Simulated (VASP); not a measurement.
Write the native input for VASP 6.6.1 that does the following.

| Quantity | Value |
| --- | --- |
| Task | single point |
| Functional | PBEsol |
| Potentials or basis | VASP PAW PBE potentials, release 64 (Sr_sv, Ti_sv, O) |
| Cutoff | 520 eV |
| k mesh | 1 × 1 × 1, shifted |
| Occupations | fermi-dirac, width 0.05 eV |
| Spin | no spin polarisation |
| Dipole correction | no |
| Further INCAR settings | LREAL = Auto; ALGO = Normal; EDIFF = 1e-06; NBANDS = 192; ISYM = 0 |

The structure of Sr8Ti9O24 (a cell with a defect) lies in POSCAR:

```
Sr8Ti9O24
1.0
    7.7828210000      0.0000000000      0.0000000000
    0.0000000000      7.7828210000      0.0000000000
    0.0000000000      0.0000000000      7.7828210000
Sr Ti O
8 9 24
Direct
    0.0047550000      0.9385860000      0.9368940000
    0.0086490000      0.9923440000      0.5141230000
    0.0083510000      0.5139270000      0.9932830000
    0.0087060000      0.5206820000      0.5213050000
    0.5079910000      0.9921880000      0.9920440000
    0.5070350000      0.9990330000      0.5074540000
    0.5068360000      0.5079340000      0.9989940000
    0.5072950000      0.5069660000      0.5064480000
    0.0045980000      0.1516060000      0.1526450000
    0.2568480000      0.2475570000      0.7567630000
    0.2568590000      0.7567990000      0.2476290000
    0.2658950000      0.7429530000      0.7430940000
    0.7394720000      0.2690680000      0.2689150000
    0.7582670000      0.2481630000      0.7550250000
    0.7584860000      0.7551330000      0.2481660000
    0.7487050000      0.7423100000      0.7424030000
    0.2708540000      0.2696410000      0.2695320000
    0.1943680000      0.2512270000      0.0107320000
    0.2965620000      0.2509810000      0.5112870000
    0.2583990000      0.7518890000      0.9968790000
    0.2575730000      0.7535900000      0.4980880000
    0.8117230000      0.2535640000      0.0127660000
    0.7124850000      0.2530280000      0.5122930000
    0.7533070000      0.7521770000      0.9977170000
    0.7553120000      0.7530770000      0.4986210000
    0.0045940000      0.3157320000      0.3149140000
    0.0047140000      0.2448230000      0.7205720000
    0.0046390000      0.7209020000      0.2461300000
    0.0070370000      0.7393650000      0.7387340000
    0.5043060000      0.2208570000      0.2204210000
    0.5049230000      0.2514120000      0.8047740000
    0.5048590000      0.8046380000      0.2508880000
    0.5062820000      0.7450230000      0.7463230000
    0.1948260000      0.0106610000      0.2522100000
    0.2595360000      0.9968730000      0.7512630000
    0.2965090000      0.5113650000      0.2502910000
    0.2566600000      0.4978850000      0.7541710000
    0.8111680000      0.0129210000      0.2556820000
    0.7524210000      0.9976870000      0.7507570000
    0.7126850000      0.5123120000      0.2515480000
    0.7564480000      0.4985240000      0.7545690000
```

One way to write it, as run:

INCAR

```
SYSTEM = Sr8Ti9O24
ALGO = Normal ; EDIFF = 1E-6
ENCUT = 520 ; GGA = PS
ISIF = 2 ; ISMEAR = -1
ISYM = 0 ; LASPH = .TRUE.
LCHARG = .FALSE. ; LREAL = Auto
LWAVE = .FALSE. ; NBANDS = 192
NELM = 80 ; PREC = Accurate
SIGMA = 0.05
```

KPOINTS

```
Automatic mesh
0
Gamma
  1 1 1
  0.25 0.25 0.25
```

Potentials or basis: VASP PAW PBE potentials, release 64 (Sr_sv, Ti_sv, O).

Launch:

```sh
$ cat potpaw_PBE.64/Sr_sv/POTCAR potpaw_PBE.64/Ti_sv/POTCAR potpaw_PBE.64/O/POTCAR > POTCAR
$ mpirun -np 1 vasp_std > vasp.out
```

It gave:

```json
{
 "Pressure": "7.8 GPa",
 "Largest force": "0.170 eV/Å",
 "Band gap on the k mesh": "0.06 eV"
}
```

Caveat: the k points lie up to 0.81 Å⁻¹ apart; the PAW data sets were made with another functional, which shifts forces and pressure a little.

Run time: 24 min on 1 thread of Intel Xeon 6975P-C, with other jobs on the host, peak memory 0.63 GiB.
